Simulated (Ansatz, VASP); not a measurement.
# Os in VASP and in Ansatz

```
CELL_PARAMETERS angstrom
2.21315 0.00000 0.00000
0.00000 2.21315 0.00000
0.00000 0.00000 2.21315
ATOMIC_POSITIONS crystal
Os 0.00000 0.00000 0.00000
```

Change from the starting cell: volume scaled by 0.68, LAPW.

Alike in both runs: task single point; functional LDA; k mesh 17 × 17 × 17; occupations fermi-dirac, width 0.05 eV; no spin polarisation.

|  | VASP | Ansatz |
| --- | --- | --- |
| version | VASP 6.6.1 | Ansatz 0.2.0 |
| potentials or method | VASP PAW LDA potentials, release 64 (Os), cutoff 520 eV | all-electron LAPW, scalar-relativistic |

|  | VASP | Ansatz | Ansatz less VASP |
| --- | --- | --- | --- |
| pressure (GPa) | 283.8 | 282.9 | -0.86 |

LDA's correlation is that of Perdew and Zunger in VASP and of Perdew and Wang (1992) in Ansatz. Both programs put the cell under a high pressure, so it lies far from rest at this level. Ansatz ran all-electron here, and VASP with PAW potentials.

Spin-orbit coupling is off throughout. Noted on VASP's run: the cell as given lies far from equilibrium.
